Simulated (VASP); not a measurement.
Wanted: the native input for a VASP 6.6.1 run.

```yaml
Task: single point
Functional: BLYP
Potentials_or_basis: VASP PAW PBE potentials, release 64 (Eu, S)
Cutoff: 600 eV
k_mesh: 8 × 8 × 8
Occupations: fermi-dirac, width 0.05 eV
Spin: collinear spin, ferromagnetic start
Starting_moments: "[7.0, 0.0] μB"
Dipole_correction: no
Further_INCAR_settings: ALGO = Normal; EDIFF = 1e-06; NBANDS = 22
```

The structure of EuS lies in POSCAR:

```
EuS
1.0
    0.0000000000      2.9176972248      2.9176972248
    2.9176972248      0.0000000000      2.9176972248
    2.9176972248      2.9176972248      0.0000000000
Eu S
1 1
Direct
    0.0000000000      0.0000000000      0.0000000000
    0.5000000000      0.5000000000      0.5000000000
```

The input as run:

INCAR

```
SYSTEM = EuS
PREC     = Accurate       ! precision mode
ENCUT    = 600            ! plane-wave cutoff, eV
EDIFF    = 1E-6           ! SCF threshold, eV
ISMEAR   = -1             ! smearing method
SIGMA    = 0.05           ! smearing width, eV
LREAL    = .FALSE.        ! projectors in reciprocal space
LASPH    = .TRUE.         ! aspherical terms in the spheres
NELM     = 200            ! most SCF steps
ALGO     = Normal         ! electronic algorithm
ISIF     = 2              ! what is computed and relaxed
LWAVE    = .FALSE.        ! write WAVECAR
LCHARG   = .FALSE.        ! write CHGCAR
ISPIN    = 2              ! spin polarisation
MAGMOM   = 7 0            ! initial moments
LORBIT   = 11             ! projections on sites
LMAXMIX  = 6              ! l up to which the mixer works
GGA      = B5             ! functional
ALDAX    = 1.0          
AGGAX    = 1.0          
AGGAC    = 1.0          
ALDAC    = 0.0          
NBANDS   = 22             ! bands
GGA_COMPAT= .FALSE.
```

KPOINTS

```
regular mesh
0
G
  8 8 8
  0 0 0
```

Potentials or basis: VASP PAW PBE potentials, release 64 (Eu, S).

Command:

```console
$ cat potpaw_PBE.64/Eu/POTCAR potpaw_PBE.64/S/POTCAR > POTCAR
$ mpirun -np 1 vasp_std > vasp.out
```

Results of the run:

```yaml
Pressure: 4.1 GPa
Net_moment: 6.95 μB per cell
Site_moments: Eu +6.59; S -0.06 μB
Valence_electrons_inside_the_program's_atomic_spheres: Eu 14.78; S 3.81
```

Caveat: the cell stands under pressure; the PAW data sets were made with another functional, which shifts forces and pressure a little; a cell with one magnetic atom can't hold antiferromagnetic order, which such compounds often take.

It took 2.1 min on 1 thread of AMD EPYC 9R45 96-Core Processor (Zen 5), on a shared host, peak memory 0.25 GiB.
